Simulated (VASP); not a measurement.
# Sn3As (P6/mmm) in VASP: a series of runs, part 2 of 2

VASP 6.6.1. The steps go on from the part before.

## (3) Single point, PBE

This run uses another cell than the first one, of 33.77 Å³/atom.

INCAR reads:

```
SYSTEM = Sn3As
  PREC = Accurate
  ENCUT = 520
  EDIFF = 1E-7
  ISMEAR = 0
  SIGMA = 0.1
  LREAL = .False.
  LASPH = .True.
  NELM = 100
  ALGO = Normal
  ISIF = 2
  LWAVE = .False.
  LCHARG = .True.
  GGA = PE
  LELF = .True.
  LVHAR = .True.
  NBANDS = 32
```

KPOINTS reads:

```
Automatic mesh
0
Gamma
  6 6 4
  0 0 0
```

POSCAR reads:

```
Sn3As
1.0
    5.3752360619      0.0000000030      0.0000000000
   -2.6876180336      4.6550909794      0.0000000000
    0.0000000000      0.0000000000      5.3991931439
Sn As
3 1
Direct
    0.3333333333      0.6666666667      0.0000000000
    0.6666666667      0.3333333333      0.0000000000
    0.0000000000      0.0000000000      0.5000000000
    0.0000000000      0.0000000000      0.0000000000
```

Potentials or basis: VASP PAW PBE potentials, release 64 (Sn_d, As).

The run is started by

```console
$ cat potpaw_PBE.64/Sn_d/POTCAR potpaw_PBE.64/As/POTCAR > POTCAR
$ mpirun -np 1 vasp_std > vasp.out
```

OUTCAR:

```text
SYSTEM = Sn3As
   PREC = Accurate
   ENCUT = 520
   EDIFF = 1E-7
   ISMEAR = 0
   LREAL = .False.
   LASPH = .True.
   NELM = 100
   ISIF = 2
   GGA = PE

 ion  position               nearest neighbor table
   1  0.333  0.667  0.000-   2 3.10   2 3.10   4 3.10   4 3.10   4 3.10   2 3.10
   2  0.667  0.333  0.000-   1 3.10   1 3.10   4 3.10   4 3.10   4 3.10   1 3.10
   3  0.000  0.000  0.500-   4 2.70   4 2.70
   4  0.000  0.000  0.000-   3 2.70   3 2.70   1 3.10   2 3.10   1 3.10   2 3.10   2 3.10   1 3.10

  LATTYP: Found a hexagonal cell.
 ALAT       =     5.3752360619
 C/A-ratio  =     1.0044569358

  Lattice vectors:

 A1 = (   5.3752360619,   0.0000000030,   0.0000000000)
 A2 = (  -2.6876180336,   4.6550909794,   0.0000000000)
 A3 = (   0.0000000000,   0.0000000000,   5.3991931439)

Analysis of symmetry for initial positions (statically):
=====================================================================
 Subroutine PRICEL returns:
 Original cell was already a primitive cell.

 Routine SETGRP: Setting up the symmetry group for a
 hexagonal supercell.

 Subroutine GETGRP returns: Found 24 space group operations
 (whereof 24 operations were pure point group operations)
 out of a pool of 24 trial point group operations.

The static configuration has the point symmetry D_6h.

Analysis of symmetry for dynamics (positions and initial velocities):
=====================================================================
 Subroutine PRICEL returns:
 Original cell was already a primitive cell.

 Routine SETGRP: Setting up the symmetry group for a
 hexagonal supercell.

 Subroutine GETGRP returns: Found 24 space group operations
 (whereof 24 operations were pure point group operations)
 out of a pool of 24 trial point group operations.

The dynamic configuration has the point symmetry D_6h.

 Subroutine INISYM returns: Found 24 space group operations
 (whereof 24 operations are pure point group operations),
 and found     1 'primitive' translations

----------------------------------------------------------------------------------------

                                     Primitive cell

  volume of cell :     135.0998

  direct lattice vectors                    reciprocal lattice vectors
     5.375236062  0.000000003  0.000000000     0.186038341  0.107409286  0.000000000
    -2.687618034  4.655090979  0.000000000    -0.000000000  0.214818573  0.000000000
     0.000000000  0.000000000  5.399193144     0.000000000  0.000000000  0.185212859

  length of vectors
     5.375236062  5.375236062  5.399193144     0.214818573  0.214818573  0.185212859

  position of ions in fractional coordinates (direct lattice)
     0.333333333  0.666666667  0.000000000
     0.666666667  0.333333333  0.000000000
     0.000000000  0.000000000  0.500000000
     0.000000000  0.000000000  0.000000000

  ion indices of the primitive-cell ions
   primitive index   ion index
                 1           1
                 2           2
                 3           3
                 4           4

----------------------------------------------------------------------------------------

 KPOINTS: Automatic mesh

Automatic generation of k-mesh.
 Grid dimensions read from file:
 generate k-points for:    6    6    4

 Generating k-lattice:

  Cartesian coordinates                     Fractional coordinates (reciprocal lattice)
     0.031006390  0.017901548  0.000000000     0.166666667 -0.000000000  0.000000000
    -0.000000000  0.035803095  0.000000000     0.000000000  0.166666667  0.000000000
     0.000000000  0.000000000  0.046303215     0.000000000  0.000000000  0.250000000

  Length of vectors
     0.035803095  0.035803095  0.046303215

  Shift w.r.t. Gamma in fractional coordinates (k-lattice)
     0.000000000  0.000000000  0.000000000

 Subroutine IBZKPT returns following result:
 ===========================================

 Found     21 irreducible k-points:

 Following reciprocal coordinates:
            Coordinates               Weight
  0.000000  0.000000  0.000000      1.000000
  0.166667 -0.000000  0.000000      6.000000
  0.333333 -0.000000  0.000000      6.000000
  0.500000 -0.000000  0.000000      3.000000
  0.166667  0.166667  0.000000      6.000000
  0.333333  0.166667  0.000000     12.000000
[... 13 lines left out ...]
  0.333333  0.166667  0.500000     12.000000
  0.333333  0.333333  0.500000      2.000000
   k-points           NKPTS =     21   k-points in BZ     NKDIM =     21   number of bands    NBANDS=     32
   number of dos      NEDOS =    301   number of ions     NIONS =      4
   total plane-waves  NPLWV =  64000
   dimension x,y,z NGX =    40 NGY =   40 NGZ =   40
   dimension x,y,z NGXF=    80 NGYF=   80 NGZF=   80
   ions per type =               3   1
   NGX,Y,Z   is equivalent  to a cutoff of  12.37, 12.37, 12.32 a.u.
   NGXF,Y,Z  is equivalent  to a cutoff of  24.74, 24.74, 24.63 a.u.
 SYSTEM =  Sn3As
   PREC   = accura    normal or accurate (medium, high low for compatibility)
   ISTART =      0    job   : 0-new  1-cont  2-samecut
   ICHARG =      2    charge: 1-file 2-atom 10-const
   ISPIN  =      1    spin polarized calculation?
   LNONCOLLINEAR =      F non collinear calculations
   LSORBIT =      F    spin-orbit coupling
   LASPH  =      T    aspherical Exc in radial PAW
   ENCUT  =  520.0 eV  38.22 Ry    6.18 a.u.   9.99  9.99 10.04*2*pi/ulx,y,z
   NELM   =    100;   NELMIN=  2; NELMDL= -5     # of ELM steps
   EDIFF  = 0.1E-06   stopping-criterion for ELM
   LREAL  =      F    real-space projection
   EDIFFG = 0.1E-05   stopping-criterion for IOM
   NSW    =      0    number of steps for IOM
   IBRION =     -1    ionic relax: 0-MD 1-quasi-New 2-CG
   NFREE  =      0    steps in history (QN), initial steepest desc. (CG)
   ISIF   =      2    stress and relaxation
   ISYM   =      2    0-nonsym 1-usesym 2-fastsym
   POTIM  = 0.5000    time-step for ionic-motion
   TEBEG  =    0.0;   TEEND  =   0.0 temperature during run
   PSTRESS=    0.0 pullay stress
   NELECT =      47.0000    total number of electrons
   NUPDOWN=      -1.0000    fix difference up-down
   EMIN   =  10.00;   EMAX   =-10.00  energy-range for DOS
   EFERMI =   0.00;   METHOD = LEGACY
   ISMEAR =     0;   SIGMA  =   0.10  broadening in eV -4-tet -1-fermi 0-gaus
   EFERMI_NEDOS =   21; number of points for ismear=-14 and -15
   IALGO  =     38    algorithm
   IMIX   =      4    mixing-type and parameters
     AMIX     =   0.40;   BMIX     =  1.00
     AMIX_MAG =   1.60;   BMIX_MAG =  1.00
  volume/ion in A,a.u.               =      33.77       227.92
  Fermi-wavevector in a.u.,A,eV,Ry     =   1.151390  2.175812 18.037240  1.325700
  Thomas-Fermi vector in A             =   2.288048
   LORBIT       =      0    0 simple, 1 ext, 2 COOP (PROOUT), +10 PAW based schemes
   GGA     = PE    functional components
   LHFCALC =     F    Hartree Fock is set to
   AEXX    =    0.0000 exact exchange contribution
   IVDW    =     0    specifies the selected vdW correction
   LEPSILON=     F    determine dielectric tensor
   LRPA    =     F    only Hartree local field effects (RPA)
 non-spin polarized calculation
 Gauss-broadening in eV      SIGMA  =   0.10
  energy-cutoff  :      520.00
  volume of cell :      135.10
 maximum number of plane-waves:      3668
 NGX is ok and might be reduce to    40
   NGX = 19   NGY = 19   NGZ = 21

 number of electron      47.0000015 magnetization

 Free energy of the ion-electron system (eV)
  ---------------------------------------------------
  ext. energy  EPLUGINS =         0.00000000
  ---------------------------------------------------
  free energy    TOTEN  =       -14.45854510 eV

  energy without entropy =      -14.44927898  energy(sigma->0) =      -14.45391204

 E-fermi :   4.9089     XC(G=0):  -8.8636

 val. band max:        4.7803030182   @ k =   0.1667  -0.0000   0.5000
 cond. band min:       4.9326713070   @ k =   0.1667  -0.0000   0.0000
 fundamental gap:      0.1523682888
 Fermi energy:         4.9089271304

 k-point     1 :       0.0000    0.0000    0.0000
  band No.  band energies     occupation
      1     -17.0881      2.00000
      2     -17.0881      2.00000
      3     -17.0708      2.00000
      4     -17.0267      2.00000
      5     -17.0267      2.00000
      6     -16.7225      2.00000
[... 724 lines left out ...]
     31      10.5042      0.00000
     32      11.1485      0.00000

------------------------ aborting loop because EDIFF is reached ----------------------------------------

  FORCE on cell =-STRESS in cart. coord.  units (eV):
  Direction    XX          YY          ZZ          XY          YZ          ZX
  --------------------------------------------------------------------------------------
  -------------------------------------------------------------------------------------
  Total        0.0252859      0.0252859      0.0126542     -0.0000000      0.0000000      0.0000000
  in kB        0.2998710      0.2998710      0.1500688     -0.0000000      0.0000000      0.0000000
  external PRESSURE =       0.2499369 kB  Pullay stress =       0.0000000 kB

 VOLUME and BASIS-vectors are now :
 -----------------------------------------------------------------------------
  energy-cutoff  :      520.00
  volume of cell :      135.10
      direct lattice vectors                 reciprocal lattice vectors
     5.375236062  0.000000003  0.000000000     0.186038341  0.107409286  0.000000000
    -2.687618034  4.655090979  0.000000000    -0.000000000  0.214818573  0.000000000
     0.000000000  0.000000000  5.399193144     0.000000000  0.000000000  0.185212859

 POSITION                                       TOTAL-FORCE (eV/Angst)
 -----------------------------------------------------------------------------------
     -0.00000      3.10339      0.00000        -0.000000     -0.000000      0.000000
      2.68762      1.55170      0.00000         0.000000      0.000000      0.000000
      0.00000      0.00000      2.69960         0.000000     -0.000000      0.000000
      0.00000      0.00000      0.00000         0.000000     -0.000000      0.000000
 -----------------------------------------------------------------------------------
    total drift:                                0.000000     -0.000000      0.000000

  FREE ENERGIE OF THE ION-ELECTRON SYSTEM (eV)
  ---------------------------------------------------
  free  energy   TOTEN  =       -14.4585451045 eV

  energy  without entropy=      -14.4492789848  energy(sigma->0) =      -14.45391204
```

It took 56 s on 1 thread of AMD EPYC 9R14 (Zen 4), shared host; peak memory 0.25 GiB.

Results:

| Property | Result |
| --- | --- |
| Free energy | -14.4585 eV |
| Pressure | 0.0 GPa |
| Band gap on the k mesh | zero (an odd number of electrons rules out a gap without spin polarisation) |

Caveat: spin-orbit coupling is left out, which moves the levels of the heavy elements.

## (4) Relaxation of cell and atoms, PBE

INCAR reads:

```
SYSTEM = Sn3As
PREC = Accurate
ENCUT = 600
EDIFF = 1E-7
ISMEAR = 0
SIGMA = 0.1
LREAL = .FALSE.
LASPH = .TRUE.
NELM = 100
ALGO = Normal
ISIF = 3
LWAVE = .FALSE.
LCHARG = .FALSE.
GGA = PE
IBRION = 2
NSW = 90
EDIFFG = -0.04
```

KPOINTS reads:

```
Automatic mesh
0
G
  6 6 4
  0 0 0
```

POSCAR reads:

```
Sn3As
1.0
    5.1274843900      0.0000000000      0.0000000000
   -2.5637422000      4.4405317400      0.0000000000
    0.0000000000      0.0000000000      5.7856471200
Sn As
3 1
Direct
    0.3333333300      0.6666666700      0.0000000000
    0.6666666700      0.3333333300      0.0000000000
    0.0000000000      0.0000000000      0.5000000000
    0.0000000000      0.0000000000      0.0000000000
```

The run is started by

```console
$ cat potpaw_PBE.64/Sn_d/POTCAR potpaw_PBE.64/As/POTCAR > POTCAR
$ mpirun -np 1 vasp_std > vasp.out
```

Run time: 5 min. Hardware: 1 thread of AMD EPYC 9R14 (Zen 4), shared host; peak memory 0.31 GiB.

The run converged. Its results:

- Free energy: -14.4577 eV
- Relaxed volume: 33.82 Å³/atom
- Relaxed cell: a = 5.377 Å, b = 5.377 Å, c = 5.402 Å, α = 90.00°, β = 90.00°, γ = 120.00°
- Space group after relaxing (to 0.1 Å): P6/mmm (No. 191)
- Energy gained by relaxing: 85.3 meV/atom
- Ionic steps: 6
- Pressure after relaxing: 0.0 GPa
- Band gap on the k mesh: zero (an odd number of electrons rules out a gap without spin polarisation)

The path:
| step | energy change (eV) | largest force (eV/Å) | pressure (GPa) | volume (Å³) |
| --- | --- | --- | --- | --- |
| 1 | 0.0000 | 0.0000 | 2.44 | 131.73 |
| 2 | -0.2539 | 0.0000 | -1.42 | 141.29 |
| 3 | -0.2619 | 0.0000 | -1.92 | 143.26 |
| 4 | -0.3097 | 0.0000 | -0.50 | 137.97 |
| 5 | -0.3236 | 0.0000 | -1.03 | 139.56 |
| 6 | -0.3414 | 0.0000 | 0.00 | 135.26 |

Final structure:
```cif
data_structure
_symmetry_space_group_name_H-M 'P 1'
_symmetry_Int_Tables_number 1
_cell_length_a 5.3772
_cell_length_b 5.3772
_cell_length_c 5.4018
_cell_angle_alpha 90.000
_cell_angle_beta 90.000
_cell_angle_gamma 120.000
_cell_volume 135.26
loop_
_atom_site_label
_atom_site_type_symbol
_atom_site_fract_x
_atom_site_fract_y
_atom_site_fract_z
_atom_site_occupancy
Sn1 Sn 0.33333 0.66667 0.00000 1
Sn2 Sn 0.66667 0.33333 0.00000 1
Sn3 Sn 0.00000 0.00000 0.50000 1
As1 As 0.00000 0.00000 0.00000 1
```

Levels at points of the mesh, in eV from the Fermi level:
```csv
k point,band 21,band 22,band 23,band 24,band 25,band 26
"(0.00, 0.00, 0.00)",-3.42,-3.42,-1.88,-1.88,0.21,1.72
"(0.50, 0.00, 0.00)",-4.39,-0.47,-0.44,0.46,1.15,1.20
"(0.00, 0.00, 0.50)",-3.06,-1.78,-1.78,-0.90,0.21,0.21
"(0.50, 0.00, 0.50)",-2.60,-0.22,0.17,0.23,1.12,1.25
```

Caveat: spin-orbit coupling is left out, which moves the levels of the heavy elements.

## (5) Single point, PBE

This run uses another cell than the first one, of 34.09 Å³/atom.

INCAR reads:

```
PREC = Accurate
ENCUT = 520
EDIFF = 1E-6
ISMEAR = 0
SIGMA = 0.1
LREAL = False
LASPH = True
NELM = 100
ALGO = Fast
ISIF = 2
LWAVE = False
LCHARG = True
GGA = PE
LELF = True
LVHAR = True
NBANDS = 32
```

KPOINTS reads:

```
Automatic mesh
0
Gamma
  12 12 10
```

POSCAR reads:

```
Sn3As
1.0
    5.4257020701      0.0000000000      0.0000000000
   -2.7128510351      4.6987958261      0.0000000000
    0.0000000000      0.0000000000      5.3482192739
Sn As
3 1
Direct
    0.3333333333      0.6666666667      0.0000000000
    0.6666666667      0.3333333333      0.0000000000
    0.0000000000      0.0000000000      0.5000000000
    0.0000000000      0.0000000000      0.0000000000
```

The run is started by

```console
$ cat potpaw_PBE.64/Sn_d/POTCAR potpaw_PBE.64/As/POTCAR > POTCAR
$ mpirun -np 1 vasp_std > vasp.out
```

It took 4.9 min on 1 thread of AMD EPYC 9R14 (Zen 4), shared host; peak memory 0.5 GiB.

Results (log left out):

| Property | Result |
| --- | --- |
| Free energy | -14.2735 eV |
| Pressure | 0.0 GPa |
| Band gap on the k mesh | zero (an odd number of electrons rules out a gap without spin polarisation) |

Levels at points of the mesh, in eV from the Fermi level:
| k point | band 21 | band 22 | band 23 | band 24 | band 25 | band 26 |
| --- | --- | --- | --- | --- | --- | --- |
| (0.00, 0.00, 0.00) | -3.25 | -3.25 | -1.72 | -1.72 | 0.32 | 1.89 |
| (0.50, 0.00, 0.00) | -4.31 | -0.39 | -0.28 | 0.65 | 1.22 | 1.27 |
| (0.00, 0.00, 0.50) | -2.84 | -1.61 | -1.61 | -0.82 | 0.28 | 0.28 |
| (0.50, 0.00, 0.50) | -2.47 | -0.14 | 0.24 | 0.30 | 1.28 | 1.44 |

Caveat: spin-orbit coupling is left out, which moves the levels of the heavy elements.

## (6) Summary

```csv
task,cell,k mesh,cutoff (eV),gap on the mesh (eV),pressure (GPa)
single point,"a = 5.127, b = 5.127, c = 5.786 Å, angles 90.0, 90.0, 120.0°, 4 atoms",6 × 6 × 4,520,none,2.4
single point,"a = 5.375, b = 5.375, c = 5.399 Å, angles 90.0, 90.0, 120.0°, 4 atoms",6 × 6 × 4,520,none,0.0
relaxation of cell and atoms,"relaxed from a = 5.127, b = 5.127, c = 5.786 Å, angles 90.0, 90.0, 120.0°, 4 atoms",6 × 6 × 4,600,none,0.0
single point,"a = 5.426, b = 5.426, c = 5.348 Å, angles 90.0, 90.0, 120.0°, 4 atoms",12 × 12 × 10,520,none,0.0
```

Alike in all rows: level PBE; potentials or basis VASP PAW PBE potentials, release 64 (Sn_d, As); no spin polarisation; smearing gaussian 0.1 eV.

Caveats: spin-orbit coupling is left out, which moves the levels of the heavy elements; the stress differs along the axes, from -2 to 5 GPa (at least some runs).

Absolute energies hang on the potentials; compare differences alone.

The gap in the log of VASP goes by the Fermi energy; the results here count the filled bands.